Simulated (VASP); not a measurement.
# BaTiO3 (P1) in VASP: single point with r2SCAN

Aim: the single point of BaTiO3 with r2SCAN.

Program: VASP 6.6.1. These are calculated values, not measurements. Logs are shortened: lines on timing, memory, paths and dates and some standing lists are left out, and cuts for length are marked.

## Step 1: The cell of the first run

The typed cell holds 5 atoms: a = 3.990 Å, b = 4.000 Å, c = 4.039 Å, α = 89.09°, β = 90.43°, γ = 89.92°.

## Step 2: Single point, r2SCAN (atoms moved at random and the cell strained at random)

Contents of POSCAR:

```
BaTiO3
1.0
    2.8193782869      1.6423719920      2.2963980085
   -2.8265732902      1.6079329908      2.3294340357
   -0.0334225516     -3.2905616540      2.3412718630
Ba Ti O
1 1 3
Direct
    0.0026354493      0.0148621033      0.0353983570
    0.5181817518      0.5016307606      0.5229100921
    0.4831800789      0.4750976295      0.9688660862
    0.4779043671      0.9706272881      0.4676554668
    1.0205296430      0.4990537475      0.4955453533
```

Contents of INCAR.step1:

```
  PREC = Accurate
  ENCUT = 520
  ISMEAR = 0
  SIGMA = 0.02
  LREAL = False
  LASPH = True
  NELM = 60
  NBANDS = 28
  GGA = PE
  ALGO = Normal
  EDIFF = 1E-4
  LWAVE = True
  LCHARG = False
```

Contents of INCAR.step2:

```
  PREC = Accurate
  ENCUT = 520
  EDIFF = 1E-6
  ISMEAR = 0
  SIGMA = 0.02
  LREAL = False
  LASPH = True
  NELM = 60
  ALGO = Normal
  ISIF = 2
  LWAVE = False
  LCHARG = True
  METAGGA = R2SCAN
  LMIXTAU = True
  LELF = True
  LVHAR = True
  NBANDS = 28
  ISTART = 1
```

Contents of KPOINTS:

```
regular mesh
0
Gamma
  6 6 6
```

Potentials or basis: VASP PAW PBE potentials, release 64 (Ba_sv, Ti_sv, O).

Command:

```console
$ cat potpaw_PBE.64/Ba_sv/POTCAR potpaw_PBE.64/Ti_sv/POTCAR potpaw_PBE.64/O/POTCAR > POTCAR
$ cp INCAR.step1 INCAR
$ mpirun -np 1 vasp_std > vasp.out
$ cp INCAR.step2 INCAR
$ mpirun -np 1 vasp_std > vasp.out
```

OUTCAR:

```text
PREC = Accurate
   ENCUT = 520
   EDIFF = 1E-6
   ISMEAR = 0
   LREAL = False
   LASPH = True
   NELM = 60
   ISIF = 2
   METAGGA = R2SCAN
   ISTART = 1

 ion  position               nearest neighbor table
   1  0.003  0.015  0.035-   4 2.57   3 2.67   5 2.71   4 2.74   5 2.76   3 2.78   5 2.89   3 2.90
                             4 2.99   3 3.01   5 3.03   4 3.10   2 3.40   2 3.41   2 3.43   2 3.46
   2  0.518  0.502  0.523-   3 1.81   4 1.89   5 1.99   5 2.01   4 2.15   3 2.25   1 3.40   1 3.41
                             1 3.43   1 3.46   1 3.48   1 3.50   1 3.51   1 3.59
   3  0.483  0.475  0.969-   2 1.81   2 2.25   1 2.67   1 2.78   1 2.90   1 3.01
   4  0.478  0.971  0.468-   2 1.89   2 2.15   1 2.57   1 2.74   1 2.99   1 3.10
   5  0.021  0.499  0.496-   2 1.99   2 2.01   1 2.71   1 2.76   1 2.89   1 3.03

  LATTYP: Found a triclinic cell.
 ALAT       =     6.9673386052
 B/A-ratio  =     1.2818474955
 C/A-ratio  =     0.5796505879
 COS(alpha) =     0.0003653220
 COS(beta)  =     0.5844568925
 COS(gamma) =     0.7700462139

  Lattice vectors:

 A1 = (   0.0406175549,   0.0402566712,  -6.9671039072)
 A2 = (  -2.8121832836,  -4.8926769748,  -6.9222300527)
 A3 = (   0.0334225516,   3.2905616540,  -2.3412718630)

Analysis of symmetry for initial positions (statically):
=====================================================================
 Subroutine PRICEL returns:
 Original cell was already a primitive cell.

 Routine SETGRP: Setting up the symmetry group for a
 triclinic supercell.

 Subroutine GETGRP returns: Found  1 space group operations
 (whereof  1 operations were pure point group operations)
 out of a pool of  2 trial point group operations.

The static configuration has the point symmetry C_1 .

Analysis of symmetry for dynamics (positions and initial velocities):
=====================================================================
 Subroutine PRICEL returns:
 Original cell was already a primitive cell.

 Routine SETGRP: Setting up the symmetry group for a
 triclinic supercell.

 Subroutine GETGRP returns: Found  1 space group operations
 (whereof  1 operations were pure point group operations)
 out of a pool of  2 trial point group operations.

The dynamic configuration has the point symmetry C_1 .

 Subroutine INISYM returns: Found  1 space group operations
 (whereof  1 operations are pure point group operations),
 and found     1 'primitive' translations

----------------------------------------------------------------------------------------

                                     Primitive cell

  volume of cell :      64.4480

  direct lattice vectors                    reciprocal lattice vectors
     2.819378287  1.642371992  2.296398009     0.177348406  0.101475892  0.145151924
    -2.826573290  1.607932991  2.329434036    -0.176912768  0.103613454  0.143098967
    -0.033422552 -3.290561654  2.341271863     0.002069002 -0.202620530  0.142372961

  length of vectors
     3.989952819  4.000153496  4.038621919     0.250636979  0.250022378  0.247647773

  position of ions in fractional coordinates (direct lattice)
     0.002635449  0.014862103  0.035398357
     0.518181752  0.501630761  0.522910092
     0.483180079  0.475097629  0.968866086
     0.477904367  0.970627288  0.467655467
     0.020529643  0.499053747  0.495545353

  ion indices of the primitive-cell ions
   primitive index   ion index
                 1           1
                 2           2
                 3           3
                 4           4
                 5           5

----------------------------------------------------------------------------------------

 KPOINTS: regular mesh

Automatic generation of k-mesh.
 Grid dimensions read from file:
 generate k-points for:    6    6    6

 Generating k-lattice:

  Cartesian coordinates                     Fractional coordinates (reciprocal lattice)
     0.029558068  0.016912649  0.024191987     0.166666667  0.000000000  0.000000000
    -0.029485461  0.017268909  0.023849828    -0.000000000  0.166666667  0.000000000
     0.000344834 -0.033770088  0.023728827    -0.000000000 -0.000000000  0.166666667

  Length of vectors
     0.041772830  0.041670396  0.041274629

  Shift w.r.t. Gamma in fractional coordinates (k-lattice)
     0.000000000  0.000000000  0.000000000

 Subroutine IBZKPT returns following result:
 ===========================================

 Found    112 irreducible k-points:

 Following reciprocal coordinates:
            Coordinates               Weight
  0.000000  0.000000  0.000000      1.000000
  0.166667 -0.000000  0.000000      2.000000
  0.333333  0.000000  0.000000      2.000000
  0.500000  0.000000  0.000000      1.000000
  0.000000  0.166667 -0.000000      2.000000
  0.166667  0.166667  0.000000      2.000000
[... 16 lines left out ...]
  0.333333  0.000000  0.166667      2.000000
  0.500000 -0.000000  0.166667      2.000000
 [... further k-points ...]
   k-points           NKPTS =    112   k-points in BZ     NKDIM =    112   number of bands    NBANDS=     28
   number of dos      NEDOS =    301   number of ions     NIONS =      5
   total plane-waves  NPLWV =  27000
   dimension x,y,z NGX =    30 NGY =   30 NGZ =   30
   dimension x,y,z NGXF=    60 NGYF=   60 NGZF=   60
   ions per type =               1   1   3
   NGX,Y,Z   is equivalent  to a cutoff of  12.50, 12.47, 12.35 a.u.
   NGXF,Y,Z  is equivalent  to a cutoff of  25.00, 24.94, 24.70 a.u.
 SYSTEM =  unknown system
   PREC   = accura    normal or accurate (medium, high low for compatibility)
   ISTART =      1    job   : 0-new  1-cont  2-samecut
   ICHARG =      0    charge: 1-file 2-atom 10-const
   ISPIN  =      1    spin polarized calculation?
   LNONCOLLINEAR =      F non collinear calculations
   LSORBIT =      F    spin-orbit coupling
   LASPH  =      T    aspherical Exc in radial PAW
   ENCUT  =  520.0 eV  38.22 Ry    6.18 a.u.   7.42  7.44  7.51*2*pi/ulx,y,z
   NELM   =     60;   NELMIN=  2; NELMDL=  0     # of ELM steps
   EDIFF  = 0.1E-05   stopping-criterion for ELM
   LREAL  =      F    real-space projection
   EDIFFG = 0.1E-04   stopping-criterion for IOM
   NSW    =      0    number of steps for IOM
   IBRION =     -1    ionic relax: 0-MD 1-quasi-New 2-CG
   NFREE  =      0    steps in history (QN), initial steepest desc. (CG)
   ISIF   =      2    stress and relaxation
   ISYM   =      2    0-nonsym 1-usesym 2-fastsym
   POTIM  = 0.5000    time-step for ionic-motion
   TEBEG  =    0.0;   TEEND  =   0.0 temperature during run
   PSTRESS=    0.0 pullay stress
   NELECT =      40.0000    total number of electrons
   NUPDOWN=      -1.0000    fix difference up-down
   EMIN   =  10.00;   EMAX   =-10.00  energy-range for DOS
   EFERMI =   0.00;   METHOD = LEGACY
   ISMEAR =     0;   SIGMA  =   0.02  broadening in eV -4-tet -1-fermi 0-gaus
   EFERMI_NEDOS =   21; number of points for ismear=-14 and -15
   IALGO  =     38    algorithm
   IMIX   =      4    mixing-type and parameters
     AMIX     =   0.40;   BMIX     =  1.00
     AMIX_MAG =   1.60;   BMIX_MAG =  1.00
  volume/ion in A,a.u.               =      12.89        86.98
  Fermi-wavevector in a.u.,A,eV,Ry     =   1.396449  2.638905 26.532295  1.950069
  Thomas-Fermi vector in A             =   2.519802
   LORBIT       =      0    0 simple, 1 ext, 2 COOP (PROOUT), +10 PAW based schemes
   METAGGA = R2SCAN    functional components
   LHFCALC =     F    Hartree Fock is set to
   AEXX    =    0.0000 exact exchange contribution
   IVDW    =     0    specifies the selected vdW correction
   LEPSILON=     F    determine dielectric tensor
   LRPA    =     F    only Hartree local field effects (RPA)
 non-spin polarized calculation
 Gauss-broadening in eV      SIGMA  =   0.02
  energy-cutoff  :      520.00
  volume of cell :       64.45
 maximum number of plane-waves:      1763
 NGX is ok and might be reduce to    30
   NGX = 15   NGY = 15   NGZ = 15

 number of electron      39.9999988 magnetization

 Free energy of the ion-electron system (eV)
  ---------------------------------------------------
  ext. energy  EPLUGINS =         0.00000000
  ---------------------------------------------------
  free energy    TOTEN  =       -73.93538009 eV

  energy without entropy =      -73.93538009  energy(sigma->0) =      -73.93538009

 E-fermi :   3.6800     XC(G=0): -11.8606

 val. band max:        3.5050438172   @ k =   0.5000   0.5000   0.5000
 cond. band min:       6.0286501400   @ k =   0.0000   0.0000   0.0000
 fundamental gap:      2.5236063228
 Fermi energy:         3.6800336670

 k-point     1 :       0.0000    0.0000    0.0000
  band No.  band energies     occupation
      1     -55.1138      2.00000
      2     -30.3831      2.00000
      3     -30.3019      2.00000
      4     -30.2691      2.00000
      5     -21.9861      2.00000
      6     -14.3796      2.00000
[... 20 lines left out ...]
     27       9.3685      0.00000
     28      11.4886      0.00000

 k-point     2 :       0.1667   -0.0000    0.0000
  band No.  band energies     occupation
      1     -55.1135      2.00000
      2     -30.3826      2.00000
      3     -30.3023      2.00000
      4     -30.2837      2.00000
      5     -21.9518      2.00000
      6     -14.4182      2.00000
[... 20 lines left out ...]
     27       9.7494      0.00000
     28      12.0931      0.00000

 k-point     3 :       0.3333    0.0000    0.0000
  band No.  band energies     occupation
      1     -55.1129      2.00000
      2     -30.3816      2.00000
      3     -30.3179      2.00000
      4     -30.2977      2.00000
      5     -21.8815      2.00000
      6     -14.5680      2.00000
[... 20 lines left out ...]
     27      10.8032      0.00000
     28      12.4837      0.00000

 k-point     4 :       0.5000    0.0000    0.0000
  band No.  band energies     occupation
      1     -55.1126      2.00000
      2     -30.3812      2.00000
      3     -30.3323      2.00000
      4     -30.2979      2.00000
      5     -21.8454      2.00000
      6     -14.6603      2.00000
[... 20 lines left out ...]
     27      11.5754      0.00000
     28      12.4409      0.00000

 k-point     5 :       0.0000    0.1667   -0.0000
  band No.  band energies     occupation
      1     -55.1135      2.00000
      2     -30.3827      2.00000
      3     -30.3158      2.00000
      4     -30.2689      2.00000
      5     -21.9540      2.00000
      6     -14.4096      2.00000
[... 20 lines left out ...]
     27       9.8288      0.00000
     28      12.0990      0.00000

 k-point     6 :       0.1667    0.1667    0.0000
  band No.  band energies     occupation
      1     -55.1132      2.00000
      2     -30.3822      2.00000
      3     -30.3154      2.00000
      4     -30.2840      2.00000
      5     -21.9226      2.00000
      6     -14.4046      2.00000
[... 463 lines left out ...]
      5     -21.9564      2.00000
      6     -14.3854      2.00000
[... 20 lines left out ...]
     27       9.8513      0.00000
     28      12.1135      0.00000

 k-point    22 :       0.1667   -0.0000    0.1667
  band No.  band energies     occupation
      1     -55.1133      2.00000
      2     -30.3956      2.00000
      3     -30.3019      2.00000
      4     -30.2832      2.00000
      5     -21.9245      2.00000
      6     -14.3878      2.00000
[... 20 lines left out ...]
     27      10.3229      0.00000
     28      12.3246      0.00000

 k-point    23 :       0.3333    0.0000    0.1667
  band No.  band energies     occupation
      1     -55.1127      2.00000
      2     -30.3943      2.00000
      3     -30.3172      2.00000
      4     -30.2973      2.00000
      5     -21.8598      2.00000
      6     -14.4763      2.00000
[... 20 lines left out ...]
     27      11.3869      0.00000
     28      12.7608      0.00000

 k-point    24 :       0.5000   -0.0000    0.1667
  band No.  band energies     occupation
      1     -55.1123      2.00000
      2     -30.3938      2.00000
      3     -30.3315      2.00000
      4     -30.2975      2.00000
      5     -21.8271      2.00000
      6     -14.5437      2.00000
[... 20 lines left out ...]
     27      12.0813      0.00000
     28      12.8229      0.00000

 [... further k-points ...]

------------------------ aborting loop because EDIFF is reached ----------------------------------------

  FORCE on cell =-STRESS in cart. coord.  units (eV):
  Direction    XX          YY          ZZ          XY          YZ          ZX
  --------------------------------------------------------------------------------------
  -------------------------------------------------------------------------------------
  Total        1.3383762      2.2801821      2.5699306     -0.8324186     -0.5834545      0.6858046
  in kB       33.2720194     56.6853055     63.8884511    -20.6939181    -14.5046742     17.0490959
  external PRESSURE =      51.2819253 kB  Pullay stress =       0.0000000 kB

 VOLUME and BASIS-vectors are now :
 -----------------------------------------------------------------------------
  energy-cutoff  :      520.00
  volume of cell :       64.45
      direct lattice vectors                 reciprocal lattice vectors
     2.819378287  1.642371992  2.296398009     0.177348406  0.101475892  0.145151924
    -2.826573290  1.607932991  2.329434036    -0.176912768  0.103613454  0.143098967
    -0.033422552 -3.290561654  2.341271863     0.002069002 -0.202620530  0.142372961

 POSITION                                       TOTAL-FORCE (eV/Angst)
 -----------------------------------------------------------------------------------
     -0.03576     -0.08825      0.12355         0.427247      0.529358     -0.985644
      0.02558     -0.06303      3.58274        -0.636470      0.003614     -0.103526
     -0.01301     -1.63063      4.48466         0.489253      0.018695      0.966137
     -1.41179      0.80675      4.45338         0.482216      0.153166      1.318100
     -1.36929     -0.79446      2.36986        -0.762246     -0.704834     -1.195066
 -----------------------------------------------------------------------------------
    total drift:                               -0.000077      0.003274     -0.001022

  FREE ENERGIE OF THE ION-ELECTRON SYSTEM (eV)
  ---------------------------------------------------
  free  energy   TOTEN  =       -73.9353800870 eV

  energy  without entropy=      -73.9353800870  energy(sigma->0) =      -73.93538009
```

Wall time 9.9 min (1 thread of Intel Xeon Platinum 8259CL at 2.50GHz (Skylake/Cascade Lake), shared host); peak memory 0.32 GiB.

What came out:

```
Free energy            : -73.9354 eV
Pressure               : 5.1 GPa
Largest force          : 1.583 eV/Å
Band gap on the k mesh : 2.52 eV (least direct gap 2.90 eV)
```

Forces on the atoms (eV/Å):
```
Ba   0.427  0.529 -0.986
Ti  -0.636  0.004 -0.104
O    0.489  0.019  0.966
O    0.482  0.153  1.318
O   -0.762 -0.705 -1.195
```

Caveat: the cell differs from its parent crystal (atoms moved at random and the cell strained at random); the cell stands under pressure; the PAW data sets were made with another functional, which shifts forces and pressure a little; spin-orbit coupling is left out, which moves the levels of the heavy elements.
